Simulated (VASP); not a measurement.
# Cs (Im-3m) in VASP: further runs

Runs on Cs. Level: BLYP. Tasks: single point, relaxation of cell and atoms.

Everything below comes from runs of VASP 6.6.1. Logs are shortened: lines on timing, memory, paths and dates and some standing lists are left out, and cuts for length are marked.

## (1) The cell of the first run

Symmetry: Im-3m, No. 229, cubic system. The conventional cell has a = 6.115 Å, b = 6.115 Å, c = 6.115 Å, α = 90.00°, β = 90.00°, γ = 90.00°.

## (2) Single point, BLYP (114.34 Å³/atom)

INCAR

```
SYSTEM = Cs
  AGGAC = 1.0
  AGGAX = 1.0
  ALDAC = 0.0
  ALDAX = 1.0
  ALGO = Normal
  EDIFF = 1E-6
  ENCUT = 520
  GGA = B5
  ISIF = 2
  ISMEAR = -1
  LASPH = .TRUE.
  LCHARG = .TRUE.
  LELF = .TRUE.
  LREAL = .FALSE.
  LVHAR = .TRUE.
  LWAVE = .FALSE.
  NBANDS = 10
  NELM = 100
  PREC = Accurate
  SIGMA = 0.1
```

KPOINTS

```
k-points
0
G
  12 12 12
  0 0 0
```

POSCAR

```
Cs
1.0
   -3.0575641346      3.0575641346      3.0575641346
    3.0575641346     -3.0575641346      3.0575641346
    3.0575641346      3.0575641346     -3.0575641346
Cs
1
Direct
    0.0000000000      0.0000000000      0.0000000000
```

Potentials or basis: VASP PAW PBE potentials, release 64 (Cs_sv).

Command:

```sh
$ cat potpaw_PBE.64/Cs_sv/POTCAR > POTCAR
$ mpirun -np 1 vasp_std > vasp.out
```

OUTCAR:

```text
SYSTEM = Cs
   EDIFF = 1E-6
   ENCUT = 520
   GGA = B5
   ISIF = 2
   ISMEAR = -1
   LASPH = .TRUE.
   LREAL = .FALSE.
   NELM = 100
   PREC = Accurate

 ion  position               nearest neighbor table
   1  0.000  0.000  0.000-

  LATTYP: Found a body centered cubic cell.
 ALAT       =     6.1151282692

  Lattice vectors:

 A1 = (  -3.0575641346,   3.0575641346,   3.0575641346)
 A2 = (   3.0575641346,  -3.0575641346,   3.0575641346)
 A3 = (   3.0575641346,   3.0575641346,  -3.0575641346)

Analysis of symmetry for initial positions (statically):
=====================================================================
 Subroutine PRICEL returns:
 Original cell was already a primitive cell.

 Routine SETGRP: Setting up the symmetry group for a
 body centered cubic supercell.

 Subroutine GETGRP returns: Found 48 space group operations
 (whereof 48 operations were pure point group operations)
 out of a pool of 48 trial point group operations.

The static configuration has the point symmetry O_h .

Analysis of symmetry for dynamics (positions and initial velocities):
=====================================================================
 Subroutine PRICEL returns:
 Original cell was already a primitive cell.

 Routine SETGRP: Setting up the symmetry group for a
 body centered cubic supercell.

 Subroutine GETGRP returns: Found 48 space group operations
 (whereof 48 operations were pure point group operations)
 out of a pool of 48 trial point group operations.

The dynamic configuration has the point symmetry O_h .

 Subroutine INISYM returns: Found 48 space group operations
 (whereof 48 operations are pure point group operations),
 and found     1 'primitive' translations

----------------------------------------------------------------------------------------

                                     Primitive cell

  volume of cell :     114.3370

  direct lattice vectors                    reciprocal lattice vectors
    -3.057564135  3.057564135  3.057564135     0.000000000  0.163528867  0.163528867
     3.057564135 -3.057564135  3.057564135     0.163528867  0.000000000  0.163528867
     3.057564135  3.057564135 -3.057564135     0.163528867  0.163528867  0.000000000

  length of vectors
     5.295856429  5.295856429  5.295856429     0.231264742  0.231264742  0.231264742

  position of ions in fractional coordinates (direct lattice)
     0.000000000  0.000000000  0.000000000

  ion indices of the primitive-cell ions
   primitive index   ion index
                 1           1

----------------------------------------------------------------------------------------

 KPOINTS: k-points

Automatic generation of k-mesh.
 Grid dimensions read from file:
 generate k-points for:   12   12   12

 Generating k-lattice:

  Cartesian coordinates                     Fractional coordinates (reciprocal lattice)
     0.000000000  0.013627406  0.013627406     0.083333333  0.000000000  0.000000000
     0.013627406  0.000000000  0.013627406     0.000000000  0.083333333  0.000000000
     0.013627406  0.013627406  0.000000000     0.000000000  0.000000000  0.083333333

  Length of vectors
     0.019272062  0.019272062  0.019272062

  Shift w.r.t. Gamma in fractional coordinates (k-lattice)
     0.000000000  0.000000000  0.000000000

 Subroutine IBZKPT returns following result:
 ===========================================

 Found     72 irreducible k-points:

 Following reciprocal coordinates:
            Coordinates               Weight
  0.000000  0.000000  0.000000      1.000000
  0.083333  0.000000  0.000000     12.000000
  0.166667  0.000000  0.000000     12.000000
  0.250000  0.000000  0.000000     12.000000
  0.333333  0.000000  0.000000     12.000000
  0.416667  0.000000  0.000000     12.000000
[... 16 lines left out ...]
  0.333333  0.083333  0.083333     24.000000
  0.416667  0.083333  0.083333     12.000000
 [... further k-points ...]
   k-points           NKPTS =     72   k-points in BZ     NKDIM =     72   number of bands    NBANDS=     10
   number of dos      NEDOS =    301   number of ions     NIONS =      1
   total plane-waves  NPLWV =  64000
   dimension x,y,z NGX =    40 NGY =   40 NGZ =   40
   dimension x,y,z NGXF=    80 NGYF=   80 NGZF=   80
   ions per type =               1
   NGX,Y,Z   is equivalent  to a cutoff of  12.56, 12.56, 12.56 a.u.
   NGXF,Y,Z  is equivalent  to a cutoff of  25.11, 25.11, 25.11 a.u.
 SYSTEM =  Cs
   PREC   = accura    normal or accurate (medium, high low for compatibility)
   ISTART =      0    job   : 0-new  1-cont  2-samecut
   ICHARG =      2    charge: 1-file 2-atom 10-const
   ISPIN  =      1    spin polarized calculation?
   LNONCOLLINEAR =      F non collinear calculations
   LSORBIT =      F    spin-orbit coupling
   LASPH  =      T    aspherical Exc in radial PAW
   ENCUT  =  520.0 eV  38.22 Ry    6.18 a.u.   9.85  9.85  9.85*2*pi/ulx,y,z
   NELM   =    100;   NELMIN=  2; NELMDL= -5     # of ELM steps
   EDIFF  = 0.1E-05   stopping-criterion for ELM
   LREAL  =      F    real-space projection
   EDIFFG = 0.1E-04   stopping-criterion for IOM
   NSW    =      0    number of steps for IOM
   IBRION =     -1    ionic relax: 0-MD 1-quasi-New 2-CG
   NFREE  =      0    steps in history (QN), initial steepest desc. (CG)
   ISIF   =      2    stress and relaxation
   ISYM   =      2    0-nonsym 1-usesym 2-fastsym
   POTIM  = 0.5000    time-step for ionic-motion
   TEBEG  =    0.0;   TEEND  =   0.0 temperature during run
   PSTRESS=    0.0 pullay stress
   NELECT =       9.0000    total number of electrons
   NUPDOWN=      -1.0000    fix difference up-down
   EMIN   =  10.00;   EMAX   =-10.00  energy-range for DOS
   EFERMI =   0.00;   METHOD = LEGACY
   ISMEAR =    -1;   SIGMA  =   0.10  broadening in eV -4-tet -1-fermi 0-gaus
   EFERMI_NEDOS =   21; number of points for ismear=-14 and -15
   IALGO  =     38    algorithm
   IMIX   =      4    mixing-type and parameters
     AMIX     =   0.40;   BMIX     =  1.00
     AMIX_MAG =   1.60;   BMIX_MAG =  1.00
  volume/ion in A,a.u.               =     114.34       771.58
  Fermi-wavevector in a.u.,A,eV,Ry     =   0.701606  1.325844  6.697485  0.492251
  Thomas-Fermi vector in A             =   1.786079
   LORBIT       =      0    0 simple, 1 ext, 2 COOP (PROOUT), +10 PAW based schemes
   GGA     = B5    functional components
   LHFCALC =     F    Hartree Fock is set to
   AEXX    =    0.0000 exact exchange contribution
   IVDW    =     0    specifies the selected vdW correction
   LEPSILON=     F    determine dielectric tensor
   LRPA    =     F    only Hartree local field effects (RPA)
 non-spin polarized calculation
  energy-cutoff  :      520.00
  volume of cell :      114.34
 maximum number of plane-waves:      3132
   NGX = 19   NGY = 19   NGZ = 19

 number of electron       9.0000001 magnetization

 Free energy of the ion-electron system (eV)
  ---------------------------------------------------
  ext. energy  EPLUGINS =         0.00000000
  ---------------------------------------------------
  free energy    TOTEN  =        -0.53677151 eV

  energy without entropy =       -0.49432756  energy(sigma->0) =       -0.51554953

 E-fermi :   0.9025     XC(G=0):  -5.0072

 val. band max:        0.8983899734   @ k =   0.5000   0.0000   0.0000
 cond. band min:       0.9097438798   @ k =   0.4167   0.0833   0.0000
 fundamental gap:      0.0113539064
 Fermi energy:         0.9025407718

 k-point     1 :       0.0000    0.0000    0.0000
  band No.  band energies     occupation
      1     -23.0479      2.00000
      2      -9.8326      2.00000
      3      -9.8326      2.00000
      4      -9.8326      2.00000
      5      -0.7643      2.00000
      6       3.1926      0.00000
      7       3.1926      0.00000
      8       3.1926      0.00000
      9       4.0719      0.00000
     10       4.0719      0.00000

 k-point     2 :       0.0833    0.0000    0.0000
  band No.  band energies     occupation
      1     -23.0474      2.00000
      2      -9.8424      2.00000
      3      -9.8358      2.00000
      4      -9.8326      2.00000
      5      -0.6860      2.00000
      6       3.1192      0.00000
      7       3.1398      0.00000
      8       3.2699      0.00000
      9       3.9566      0.00000
     10       4.0643      0.00000

 k-point     3 :       0.1667    0.0000    0.0000
  band No.  band energies     occupation
      1     -23.0461      2.00000
      2      -9.8689      2.00000
      3      -9.8445      2.00000
      4      -9.8326      2.00000
      5      -0.4591      2.00000
      6       2.9190      0.00000
      7       2.9427      0.00000
      8       3.4994      0.00000
      9       3.8562      0.00000
     10       4.0613      0.00000

 k-point     4 :       0.2500    0.0000    0.0000
  band No.  band energies     occupation
      1     -23.0444      2.00000
      2      -9.9045      2.00000
      3      -9.8564      2.00000
      4      -9.8326      2.00000
      5      -0.1093      1.99992
      6       2.5771      0.00000
      7       2.7412      0.00000
      8       3.8726      0.00000
      9       3.9085      0.00000
     10       4.0995      0.00000

 k-point     5 :       0.3333    0.0000    0.0000
  band No.  band energies     occupation
      1     -23.0426      2.00000
      2      -9.9393      2.00000
      3      -9.8682      2.00000
      4      -9.8326      2.00000
      5       0.3139      1.99446
      6       2.2567      0.00000
      7       2.5701      0.00000
      8       3.9794      0.00000
      9       4.2014      0.00000
     10       4.3737      0.00000

 k-point     6 :       0.4167    0.0000    0.0000
  band No.  band energies     occupation
      1     -23.0413      2.00000
      2      -9.9644      2.00000
      3      -9.8768      2.00000
      4      -9.8326      2.00000
      5       0.7130      1.73876
      6       2.0205      0.00003
      7       2.4586      0.00000
      8       3.9370      0.00000
      9       4.3530      0.00000
     10       4.9640      0.00000

 k-point     7 :       0.5000    0.0000    0.0000
  band No.  band energies     occupation
      1     -23.0409      2.00000
      2      -9.9735      2.00000
      3      -9.8799      2.00000
      4      -9.8326      2.00000
      5       0.8984      1.02075
      6       1.9208      0.00008
      7       2.4202      0.00000
      8       3.8701      0.00000
      9       4.4475      0.00000
     10       5.3862      0.00000

 k-point     8 :       0.0833    0.0833    0.0000
  band No.  band energies     occupation
      1     -23.0465      2.00000
      2      -9.8607      2.00000
      3      -9.8392      2.00000
      4      -9.8350      2.00000
      5      -0.5332      2.00000
      6       2.9962      0.00000
      7       2.9993      0.00000
      8       3.4272      0.00000
      9       3.8175      0.00000
     10       4.1032      0.00000

 k-point     9 :       0.1667    0.0833    0.0000
  band No.  band energies     occupation
      1     -23.0450      2.00000
      2      -9.8906      2.00000
      3      -9.8496      2.00000
      4      -9.8359      2.00000
      5      -0.2432      1.99998
      6       2.7174      0.00000
      7       2.8036      0.00000
      8       3.7247      0.00000
      9       3.7775      0.00000
     10       4.1767      0.00000
[... 118 lines left out ...]
 k-point    19 :       0.3333    0.3333    0.0000
  band No.  band energies     occupation
      1     -23.0400      2.00000
      2      -9.9300      2.00000
      3      -9.9300      2.00000
      4      -9.8505      2.00000
      5       1.6719      0.00091
      6       1.8584      0.00014
      7       1.8584      0.00014
      8       4.0112      0.00000
      9       4.2210      0.00000
     10       4.2210      0.00000

 k-point    20 :       0.0833    0.0833    0.0833
  band No.  band energies     occupation
      1     -23.0454      2.00000
      2      -9.8866      2.00000
      3      -9.8397      2.00000
      4      -9.8397      2.00000
      5      -0.3137      1.99999
      6       2.7769      0.00000
      7       2.7769      0.00000
      8       3.7080      0.00000
      9       3.9978      0.00000
     10       3.9978      0.00000

 k-point    21 :       0.1667    0.0833    0.0833
  band No.  band energies     occupation
      1     -23.0439      2.00000
      2      -9.9152      2.00000
      3      -9.8525      2.00000
      4      -9.8404      2.00000
      5       0.0292      1.99968
      6       2.4925      0.00000
      7       2.5761      0.00000
      8       4.0087      0.00000
      9       4.0772      0.00000
     10       4.1459      0.00000

 k-point    22 :       0.2500    0.0833    0.0833
  band No.  band energies     occupation
      1     -23.0423      2.00000
      2      -9.9406      2.00000
      3      -9.8682      2.00000
      4      -9.8411      2.00000
      5       0.4528      1.97797
      6       2.2165      0.00000
      7       2.4239      0.00000
      8       4.0711      0.00000
      9       4.2758      0.00000
     10       4.4779      0.00000

 k-point    23 :       0.3333    0.0833    0.0833
  band No.  band energies     occupation
      1     -23.0412      2.00000
      2      -9.9578      2.00000
      3      -9.8807      2.00000
      4      -9.8416      2.00000
      5       0.8669      1.17651
      6       2.0004      0.00003
      7       2.3302      0.00000
      8       4.0015      0.00000
      9       4.4004      0.00000
     10       4.7645      0.00000

 k-point    24 :       0.4167    0.0833    0.0833
  band No.  band energies     occupation
      1     -23.0408      2.00000
      2      -9.9638      2.00000
      3      -9.8855      2.00000
      4      -9.8418      2.00000
      5       1.0693      0.31759
      6       1.9004      0.00009
      7       2.2986      0.00000
      8       3.8977      0.00000
      9       4.4634      0.00000
     10       4.8428      0.00000

 [... further k-points ...]
[... 5 lines left out ...]
  --------------------------------------------------------------------------------------
  -------------------------------------------------------------------------------------
  Total        0.1123890      0.1123890      0.1123890      0.0000000      0.0000000      0.0000000
  in kB        1.5748814      1.5748814      1.5748814      0.0000000      0.0000000      0.0000000
  external PRESSURE =       1.5748814 kB  Pullay stress =       0.0000000 kB

 VOLUME and BASIS-vectors are now :
 -----------------------------------------------------------------------------
  energy-cutoff  :      520.00
  volume of cell :      114.34
      direct lattice vectors                 reciprocal lattice vectors
    -3.057564135  3.057564135  3.057564135     0.000000000  0.163528867  0.163528867
     3.057564135 -3.057564135  3.057564135     0.163528867  0.000000000  0.163528867
     3.057564135  3.057564135 -3.057564135     0.163528867  0.163528867  0.000000000

 POSITION                                       TOTAL-FORCE (eV/Angst)
 -----------------------------------------------------------------------------------
      0.00000      0.00000      0.00000        -0.000000      0.000000     -0.000000
 -----------------------------------------------------------------------------------
    total drift:                               -0.000000     -0.000000     -0.000000

  FREE ENERGIE OF THE ION-ELECTRON SYSTEM (eV)
  ---------------------------------------------------
  free  energy   TOTEN  =        -0.5367715073 eV

  energy  without entropy=       -0.4943275573  energy(sigma->0) =       -0.51554953
```

Wall time 64 s (1 thread of Intel Xeon Platinum 8259CL at 2.50GHz (Skylake/Cascade Lake), shared host); peak memory 0.27 GiB.

What came out:

```yaml
Free_energy: -0.5368 eV
Pressure: 0.2 GPa
Band_gap_on_the_k_mesh: zero (an odd number of electrons rules out a gap without spin polarisation)
```

Levels at points of the mesh, in eV from the Fermi level:
```csv
k point,band 2,band 3,band 4,band 5,band 6,band 7
"(0.00, 0.00, 0.00)",-10.74,-10.74,-10.74,-1.67,2.29,2.29
"(0.50, 0.00, 0.00)",-10.88,-10.78,-10.74,0.00,1.02,1.52
"(0.50, 0.50, 0.50)",-10.84,-10.84,-10.84,0.64,0.64,3.08
```

Caveat: the PAW data sets were made with another functional, which shifts forces and pressure a little; spin-orbit coupling is left out, which moves the levels of the heavy elements.

## (3) Single point, BLYP (119.31 Å³/atom)

This run uses another cell than the first one, of 119.31 Å³/atom.

INCAR

```
SYSTEM = Cs
PREC = Accurate ; ENCUT = 520
EDIFF = 1E-6 ; ISMEAR = -1
SIGMA = 0.1 ; LREAL = .FALSE.
LASPH = .TRUE. ; NELM = 80
ALGO = Normal ; ISIF = 2
LWAVE = .FALSE. ; LCHARG = .FALSE.
GGA = B5 ; ALDAX = 1.0
AGGAX = 1.0 ; AGGAC = 1.0
ALDAC = 0.0 ; NBANDS = 10
```

KPOINTS

```
Automatic mesh
0
G
  12 12 12
  0 0 0
```

POSCAR

```
Cs
1.0
   -3.1012495243      3.1012495243      3.1012495243
    3.1012495243     -3.1012495243      3.1012495243
    3.1012495243      3.1012495243     -3.1012495243
Cs
1
Direct
    0.0000000000      0.0000000000      0.0000000000
```

Potentials or basis: VASP PAW PBE potentials, release 64 (Cs_sv).

Command:

```sh
$ cat potpaw_PBE.64/Cs_sv/POTCAR > POTCAR
$ mpirun -np 1 vasp_std > vasp.out
```

Wall time 66 s (1 thread of Intel Xeon Platinum 8259CL at 2.50GHz (Skylake/Cascade Lake), shared host); peak memory 0.27 GiB.

It converged, with:

| Item | Value |
| --- | --- |
| Free energy | -0.5405 eV |
| Pressure | 0.1 GPa |
| Band gap on the k mesh | zero (an odd number of electrons rules out a gap without spin polarisation) |

Levels at points of the mesh, in eV from the Fermi level:
| k point | band 1 | band 2 | band 3 | band 4 | band 5 | band 6 | band 7 | band 8 | band 9 |
| --- | --- | --- | --- | --- | --- | --- | --- | --- | --- |
| (0.00, 0.00, 0.00) | -23.97 | -10.76 | -10.76 | -10.76 | -1.62 | 2.26 | 2.26 | 2.26 | 3.11 |
| (0.50, 0.00, 0.00) | -23.96 | -10.88 | -10.80 | -10.76 | 0.01 | 0.98 | 1.52 | 2.90 | 3.47 |
| (0.50, 0.50, 0.50) | -23.96 | -10.85 | -10.85 | -10.85 | 0.68 | 0.68 | 2.97 | 2.97 | 2.97 |

Caveat: the PAW data sets were made with another functional, which shifts forces and pressure a little; spin-orbit coupling is left out, which moves the levels of the heavy elements.

(Continued in part 2 of 3.)

The gap in the log of VASP goes by the Fermi energy; the results here count the filled bands.